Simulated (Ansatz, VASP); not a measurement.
**AgB2: VASP beside Ansatz**

```
Ag B
1.0
     3.02680    0.00000    0.00000
    -1.51340    2.62129    0.00000
     0.00000    0.00000    4.06392
Ag B
1 2
Direct
  0.00000 0.00000 0.00000
  0.33333 0.66667 0.50000
  0.66667 0.33333 0.50000
```

Alike in both runs: task single point; functional LDA; k mesh 10 × 10 × 7; no spin polarisation.

|  | VASP | Ansatz |
| --- | --- | --- |
| version | VASP 6.6.1 | Ansatz 0.2.0 |
| potentials or method | VASP PAW LDA potentials, release 64 (Ag, B) | plane waves, PAW |
| plane-wave cutoff (eV) | 520 | 420 |
| occupations | methfessel-paxton of order 1, width 0.1 eV | cold |
| valence electrons in the cell | 17 | 25 |

|  | VASP | Ansatz | Ansatz less VASP |
| --- | --- | --- | --- |
| pressure (GPa) | -10.0 | -10.1 | -0.13 |
| traceless stress, the component that is largest in VASP (GPa) | 0.28 | 0.28 | -0.005 |

LDA's correlation is that of Perdew and Zunger in VASP and of Perdew and Wang (1992) in Ansatz. VASP's potentials hold 17 valence electrons a cell and Ansatz's 25, so a difference there can come from the potentials and not from the codes.
